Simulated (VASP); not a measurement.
# Sb (Pm-3m) in VASP: further runs

Sb is run at these levels: PBE; tasks: single point.

Program: VASP 6.6.1. These are calculated values, not measurements. Logs are shortened: lines on timing, memory, paths and dates and some standing lists are left out, and cuts for length are marked.

## Step 1: The cell of the first run

It takes space group Pm-3m (No. 221, cubic). Conventional cell: a = 3.160 Å, b = 3.160 Å, c = 3.160 Å, α = 90.00°, β = 90.00°, γ = 90.00°. Sb (site symmetry m-3m) has 6 Sb at 3.16 Å within 4.2 Å.

## Step 2: Single point, PBE

Input file INCAR:

```
SYSTEM = Sb
PREC = Accurate ; ENCUT = 500
EDIFF = 1E-6 ; ISMEAR = 0
SIGMA = 0.014 ; LREAL = .False.
LASPH = .True. ; NELM = 120
ALGO = Normal ; ISIF = 2
LWAVE = .False. ; LCHARG = .False.
GGA = PE ; NBANDS = 8
GGA_COMPAT = .False.
```

Input file KPOINTS:

```
regular mesh
0
Gamma
  8 8 8
  0 0 0
```

Input file POSCAR:

```
Sb
1.0
    3.1600000000      0.0000000000      0.0000000000
    0.0000000000      3.1600000000      0.0000000000
    0.0000000000      0.0000000000      3.1600000000
Sb
1
Direct
    0.0000000000      0.0000000000      0.0000000000
```

Potentials or basis: VASP PAW PBE potentials, release 64 (Sb).

Command:

```console
$ cat potpaw_PBE.64/Sb/POTCAR > POTCAR
$ mpirun -np 1 vasp_std > vasp.out
```

OUTCAR:

```text
SYSTEM = Sb
   PREC = Accurate
   ENCUT = 500
   EDIFF = 1E-6
   ISMEAR = 0
   LREAL = .False.
   LASPH = .True.
   NELM = 120
   ISIF = 2
   GGA = PE

 ion  position               nearest neighbor table
   1  0.000  0.000  0.000-

  LATTYP: Found a simple cubic cell.
 ALAT       =     3.1600000000

  Lattice vectors:

 A1 = (   3.1600000000,   0.0000000000,   0.0000000000)
 A2 = (   0.0000000000,   3.1600000000,   0.0000000000)
 A3 = (   0.0000000000,   0.0000000000,   3.1600000000)

Analysis of symmetry for initial positions (statically):
=====================================================================
 Subroutine PRICEL returns:
 Original cell was already a primitive cell.

 Routine SETGRP: Setting up the symmetry group for a
 simple cubic supercell.

 Subroutine GETGRP returns: Found 48 space group operations
 (whereof 48 operations were pure point group operations)
 out of a pool of 48 trial point group operations.

The static configuration has the point symmetry O_h .

Analysis of symmetry for dynamics (positions and initial velocities):
=====================================================================
 Subroutine PRICEL returns:
 Original cell was already a primitive cell.

 Routine SETGRP: Setting up the symmetry group for a
 simple cubic supercell.

 Subroutine GETGRP returns: Found 48 space group operations
 (whereof 48 operations were pure point group operations)
 out of a pool of 48 trial point group operations.

The dynamic configuration has the point symmetry O_h .

 Subroutine INISYM returns: Found 48 space group operations
 (whereof 48 operations are pure point group operations),
 and found     1 'primitive' translations

----------------------------------------------------------------------------------------

                                     Primitive cell

  volume of cell :      31.5545

  direct lattice vectors                    reciprocal lattice vectors
     3.160000000  0.000000000  0.000000000     0.316455696  0.000000000  0.000000000
     0.000000000  3.160000000  0.000000000     0.000000000  0.316455696  0.000000000
     0.000000000  0.000000000  3.160000000     0.000000000  0.000000000  0.316455696

  length of vectors
     3.160000000  3.160000000  3.160000000     0.316455696  0.316455696  0.316455696

  position of ions in fractional coordinates (direct lattice)
     0.000000000  0.000000000  0.000000000

  ion indices of the primitive-cell ions
   primitive index   ion index
                 1           1

----------------------------------------------------------------------------------------

 KPOINTS: regular mesh

Automatic generation of k-mesh.
 Grid dimensions read from file:
 generate k-points for:    8    8    8

 Generating k-lattice:

  Cartesian coordinates                     Fractional coordinates (reciprocal lattice)
     0.039556962  0.000000000  0.000000000     0.125000000  0.000000000  0.000000000
     0.000000000  0.039556962  0.000000000     0.000000000  0.125000000  0.000000000
     0.000000000  0.000000000  0.039556962     0.000000000  0.000000000  0.125000000

  Length of vectors
     0.039556962  0.039556962  0.039556962

  Shift w.r.t. Gamma in fractional coordinates (k-lattice)
     0.000000000  0.000000000  0.000000000

 Subroutine IBZKPT returns following result:
 ===========================================

 Found     35 irreducible k-points:

 Following reciprocal coordinates:
            Coordinates               Weight
  0.000000  0.000000  0.000000      1.000000
  0.125000  0.000000  0.000000      6.000000
  0.250000  0.000000  0.000000      6.000000
  0.375000  0.000000  0.000000      6.000000
  0.500000  0.000000  0.000000      3.000000
  0.125000  0.125000  0.000000     12.000000
[... 16 lines left out ...]
  0.375000  0.375000  0.125000     24.000000
  0.500000  0.375000  0.125000     24.000000
 [... further k-points ...]
   k-points           NKPTS =     35   k-points in BZ     NKDIM =     35   number of bands    NBANDS=      8
   number of dos      NEDOS =    301   number of ions     NIONS =      1
   total plane-waves  NPLWV =  13824
   dimension x,y,z NGX =    24 NGY =   24 NGZ =   24
   dimension x,y,z NGXF=    48 NGYF=   48 NGZF=   48
   ions per type =               1
   NGX,Y,Z   is equivalent  to a cutoff of  12.63, 12.63, 12.63 a.u.
   NGXF,Y,Z  is equivalent  to a cutoff of  25.25, 25.25, 25.25 a.u.
 SYSTEM =  Sb
   PREC   = accura    normal or accurate (medium, high low for compatibility)
   ISTART =      0    job   : 0-new  1-cont  2-samecut
   ICHARG =      2    charge: 1-file 2-atom 10-const
   ISPIN  =      1    spin polarized calculation?
   LNONCOLLINEAR =      F non collinear calculations
   LSORBIT =      F    spin-orbit coupling
   LASPH  =      T    aspherical Exc in radial PAW
   ENCUT  =  500.0 eV  36.75 Ry    6.06 a.u.   5.76  5.76  5.76*2*pi/ulx,y,z
   NELM   =    120;   NELMIN=  2; NELMDL= -5     # of ELM steps
   EDIFF  = 0.1E-05   stopping-criterion for ELM
   LREAL  =      F    real-space projection
   EDIFFG = 0.1E-04   stopping-criterion for IOM
   NSW    =      0    number of steps for IOM
   IBRION =     -1    ionic relax: 0-MD 1-quasi-New 2-CG
   NFREE  =      0    steps in history (QN), initial steepest desc. (CG)
   ISIF   =      2    stress and relaxation
   ISYM   =      2    0-nonsym 1-usesym 2-fastsym
   POTIM  = 0.5000    time-step for ionic-motion
   TEBEG  =    0.0;   TEEND  =   0.0 temperature during run
   PSTRESS=    0.0 pullay stress
   NELECT =       5.0000    total number of electrons
   NUPDOWN=      -1.0000    fix difference up-down
   EMIN   =  10.00;   EMAX   =-10.00  energy-range for DOS
   EFERMI =   0.00;   METHOD = LEGACY
   ISMEAR =     0;   SIGMA  =   0.01  broadening in eV -4-tet -1-fermi 0-gaus
   EFERMI_NEDOS =   21; number of points for ismear=-14 and -15
   IALGO  =     38    algorithm
   IMIX   =      4    mixing-type and parameters
     AMIX     =   0.40;   BMIX     =  1.00
     AMIX_MAG =   1.60;   BMIX_MAG =  1.00
  volume/ion in A,a.u.               =      31.55       212.94
  Fermi-wavevector in a.u.,A,eV,Ry     =   0.885886  1.674081 10.677766  0.784794
  Thomas-Fermi vector in A             =   2.006979
   LORBIT       =      0    0 simple, 1 ext, 2 COOP (PROOUT), +10 PAW based schemes
   GGA     = PE    functional components
   LHFCALC =     F    Hartree Fock is set to
   AEXX    =    0.0000 exact exchange contribution
   IVDW    =     0    specifies the selected vdW correction
   LEPSILON=     F    determine dielectric tensor
   LRPA    =     F    only Hartree local field effects (RPA)
 non-spin polarized calculation
 Gauss-broadening in eV      SIGMA  =   0.01
  energy-cutoff  :      500.00
  volume of cell :       31.55
 maximum number of plane-waves:       840
 NGX is ok and might be reduce to    24
   NGX = 11   NGY = 11   NGZ = 11

 number of electron       5.0000001 magnetization

 Free energy of the ion-electron system (eV)
  ---------------------------------------------------
  ext. energy  EPLUGINS =         0.00000000
  ---------------------------------------------------
  free energy    TOTEN  =        -4.06333109 eV

  energy without entropy =       -4.06259463  energy(sigma->0) =       -4.06296286

 E-fermi :   6.3855     XC(G=0):  -9.3891

 val. band max:        6.3844807688   @ k =   0.3750   0.2500   0.1250
 cond. band min:       6.6204134800   @ k =   0.2500   0.2500   0.2500
 fundamental gap:      0.2359327113
 Fermi energy:         6.3855165871

 k-point     1 :       0.0000    0.0000    0.0000
  band No.  band energies     occupation
      1      -5.5255      2.00000
      2       9.5669      0.00000
      3       9.5669      0.00000
      4       9.5669      0.00000
      5      13.3114      0.00000
      6      13.3114      0.00000
      7      14.3652      0.00000
      8      23.7582      0.00000

 k-point     2 :       0.1250    0.0000    0.0000
  band No.  band energies     occupation
      1      -5.3134      2.00000
      2       7.4870      0.00000
      3       9.7711      0.00000
      4       9.7711      0.00000
      5      13.4855      0.00000
      6      14.1041      0.00000
      7      16.1471      0.00000
      8      22.1886      0.00000

 k-point     3 :       0.2500    0.0000    0.0000
  band No.  band energies     occupation
      1      -4.7034      2.00000
      2       4.6076      2.00000
      3      10.3295      0.00000
      4      10.3295      0.00000
      5      13.9944      0.00000
      6      14.7488      0.00000
      7      19.5965      0.00000
      8      20.0971      0.00000

 k-point     4 :       0.3750    0.0000    0.0000
  band No.  band energies     occupation
      1      -3.8388      2.00000
      2       2.2775      2.00000
      3      11.0312      0.00000
      4      11.0312      0.00000
      5      14.7569      0.00000
      6      15.7437      0.00000
      7      18.4132      0.00000
      8      18.4132      0.00000

 k-point     5 :       0.5000    0.0000    0.0000
  band No.  band energies     occupation
      1      -3.3069      2.00000
      2       1.2456      2.00000
      3      11.3943      0.00000
      4      11.3943      0.00000
      5      15.2884      0.00000
      6      16.8885      0.00000
      7      17.5430      0.00000
      8      17.7151      0.00000
[... 177 lines left out ...]
 k-point    22 :       0.5000    0.2500    0.1250
  band No.  band energies     occupation
      1      -2.2493      2.00000
      2       2.2108      2.00000
      3       6.8182      0.00000
      4      10.3059      0.00000
      5      11.8734      0.00000
      6      15.2459      0.00000
      7      18.5949      0.00000
      8      19.6384      0.00000

 k-point    23 :       0.3750    0.3750    0.1250
  band No.  band energies     occupation
      1      -1.9011      2.00000
      2       3.8794      2.00000
      3       4.1568      2.00000
      4      10.5218      0.00000
      5      10.8265      0.00000
      6      16.6461      0.00000
      7      16.9996      0.00000
      8      19.4910      0.00000

 k-point    24 :       0.5000    0.3750    0.1250
  band No.  band energies     occupation
      1      -1.3386      2.00000
      2       2.9472      2.00000
      3       4.4427      2.00000
      4       9.8677      0.00000
      5      11.0566      0.00000
      6      16.0531      0.00000
      7      17.3341      0.00000
      8      20.0486      0.00000

 [... further k-points ...]
[... 5 lines left out ...]
  --------------------------------------------------------------------------------------
  -------------------------------------------------------------------------------------
  Total       -0.4517019     -0.4517019     -0.4517019     -0.0000000      0.0000000      0.0000000
  in kB      -22.9351321    -22.9351321    -22.9351321     -0.0000000      0.0000000      0.0000000
  external PRESSURE =     -22.9351321 kB  Pullay stress =       0.0000000 kB

 VOLUME and BASIS-vectors are now :
 -----------------------------------------------------------------------------
  energy-cutoff  :      500.00
  volume of cell :       31.55
      direct lattice vectors                 reciprocal lattice vectors
     3.160000000  0.000000000  0.000000000     0.316455696  0.000000000  0.000000000
     0.000000000  3.160000000  0.000000000     0.000000000  0.316455696  0.000000000
     0.000000000  0.000000000  3.160000000     0.000000000  0.000000000  0.316455696

 POSITION                                       TOTAL-FORCE (eV/Angst)
 -----------------------------------------------------------------------------------
      0.00000      0.00000      0.00000         0.000000      0.000000      0.000000
 -----------------------------------------------------------------------------------
    total drift:                               -0.000000      0.000000      0.000000

  FREE ENERGIE OF THE ION-ELECTRON SYSTEM (eV)
  ---------------------------------------------------
  free  energy   TOTEN  =        -4.0633310869 eV

  energy  without entropy=       -4.0625946305  energy(sigma->0) =       -4.06296286
```

It took 10 s on 1 thread of Intel Xeon 8259CL, shared host; peak memory 0.13 GiB.

Results:

* Free energy: -4.0633 eV
* Pressure: -2.3 GPa

Caveat: spin-orbit coupling is left out, which moves the levels of the heavy elements.

## Step 3: Single point, PBE

Input file INCAR:

```
SYSTEM = Sb
  ALGO = Normal
  EDIFF = 1E-6
  ENCUT = 500
  GGA = PE
  GGA_COMPAT = .FALSE.
  ISIF = 2
  ISMEAR = 0
  LASPH = .TRUE.
  LCHARG = .TRUE.
  LELF = .TRUE.
  LREAL = .FALSE.
  LVHAR = .TRUE.
  LWAVE = .FALSE.
  NBANDS = 8
  NELM = 120
  PREC = Accurate
  SIGMA = 0.015
```

Input file KPOINTS:

```
k-points
0
G
  8 8 8
  0 0 0
```

POSCAR is that of step 2.

Potentials or basis: VASP PAW PBE potentials, release 64 (Sb).

Command:

```console
$ cat potpaw_PBE.64/Sb/POTCAR > POTCAR
$ mpirun -np 1 vasp_std > vasp.out
```

Run time: 12 s. Hardware: 1 thread of Intel Xeon 8259CL, shared host; peak memory 0.13 GiB.

Results (log left out):

| Quantity | Value |
| --- | --- |
| Free energy | -4.0634 eV |
| Pressure | -2.3 GPa |

Levels at points of the mesh, in eV from the Fermi level:
```csv
k point,band 1,band 2,band 3,band 4,band 5,band 6,band 7,band 8
"(0.00, 0.00, 0.00)",-11.91,3.18,3.18,3.18,6.93,6.93,7.98,17.37
"(0.50, 0.00, 0.00)",-9.69,-5.14,5.01,5.01,8.90,10.50,11.16,11.33
"(0.50, 0.50, 0.00)",-7.36,-3.23,-3.23,2.45,6.84,12.45,13.15,13.15
"(0.50, 0.50, 0.50)",-4.79,-1.45,-1.45,-1.45,4.97,4.97,4.97,7.13
```

Caveat: spin-orbit coupling is left out, which moves the levels of the heavy elements.

## Step 4: Single point, PBE

Input file INCAR:

```
PREC = Accurate ; ENCUT = 500
EDIFF = 1E-6 ; ISMEAR = 0
SIGMA = 0.017 ; LREAL = False
LASPH = True ; NELM = 120
ALGO = Normal ; ISIF = 2
LWAVE = False ; LCHARG = False
GGA = PE ; NBANDS = 8
GGA_COMPAT = False
```

Input file KPOINTS:

```
regular mesh
0
Gamma
  8 8 8
```

POSCAR is that of step 3.

Command:

```console
$ cat potpaw_PBE.64/Sb/POTCAR > POTCAR
$ mpirun -np 1 vasp_std > vasp.out
```

Run time: 11 s. Hardware: 1 thread of Intel Xeon 8259CL, shared host; peak memory 0.13 GiB.

Results (log left out):

```yaml
Free_energy: -4.0635 eV
Pressure: -2.3 GPa
```

Levels at points of the mesh, in eV from the Fermi level:
| k point | band 1 | band 2 | band 3 | band 4 | band 5 | band 6 | band 7 | band 8 |
| --- | --- | --- | --- | --- | --- | --- | --- | --- |
| (0.00, 0.00, 0.00) | -11.91 | 3.18 | 3.18 | 3.18 | 6.93 | 6.93 | 7.98 | 17.37 |
| (0.50, 0.00, 0.00) | -9.69 | -5.14 | 5.01 | 5.01 | 8.90 | 10.50 | 11.16 | 11.33 |
| (0.50, 0.50, 0.00) | -7.36 | -3.23 | -3.23 | 2.44 | 6.84 | 12.45 | 13.15 | 13.15 |
| (0.50, 0.50, 0.50) | -4.79 | -1.45 | -1.45 | -1.45 | 4.97 | 4.97 | 4.97 | 7.13 |

Caveat: spin-orbit coupling is left out, which moves the levels of the heavy elements.

## Step 5: The runs side by side

| smearing | gap on the mesh (eV) | pressure (GPa) |
| --- | --- | --- |
| gaussian 0.014 eV | none | -2.3 |
| gaussian 0.015 eV | none | -2.3 |
| gaussian 0.017 eV | none | -2.3 |

Alike in all rows: task single point; level PBE; potentials or basis VASP PAW PBE potentials, release 64 (Sb); no spin polarisation; cell as given; k mesh 8 × 8 × 8; cutoff (eV) 500.

Every run on the cell as given and a fine mesh finds a metal.

Caveats: spin-orbit coupling is left out, which moves the levels of the heavy elements.

Total energies depend on the potentials used, so only differences within one code and one set of settings carry meaning.
